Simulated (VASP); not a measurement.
A run of VASP 6.6.1 is set up as follows.

Contents of INCAR:

```
PREC = Accurate
ENCUT = 820
EDIFF = 1E-7
ISMEAR = 0
SIGMA = 0.1
LREAL = F
LASPH = T
NELM = 120
ALGO = Normal
ISIF = 3
LWAVE = F
LCHARG = F
GGA = PE
IBRION = 2
NSW = 90
EDIFFG = -0.04
GGA_COMPAT = F
NELMIN = 4
```

The input KPOINTS:

```
regular mesh
0
Gamma
  8 8 6
```

Contents of POSCAR:

```
Cu
1.0
    1.1885236452     -3.4602967876      0.0000000000
    1.1885236452      3.4602967876      0.0000000000
   -0.1009342749      0.0000000000      2.8616779043
Cu
2
Direct
    0.8690000000      0.1310000000      0.2500000000
    0.1310000000      0.8690000000      0.7500000000
```

Potentials or basis: VASP PAW PBE potentials, release 64 (Cu_sv_GW).

The run is started by

```sh
$ cat potpaw_PBE.64/Cu_sv_GW/POTCAR > POTCAR
$ mpirun -np 1 vasp_std > vasp.out
```

Problem. Predict the space group after relaxing (to 0.1 Å).

Solution. C2/c (No. 15).

Problem. Estimate the relaxed volume.

Solution. 12.34 Å³/atom.

Final structure:
```
Cu
1.0
     1.22590   -3.98110    0.00619
     1.22590    3.98110    0.00619
    -0.08878    0.00000    2.52871
Cu
2
Direct
  0.86592 0.13408 0.25000
  0.13408 0.86592 0.75000
```

Caveat: the k points lie up to 0.41 Å⁻¹ apart in the final cell, too coarse for converged energies and pressures of a metal.
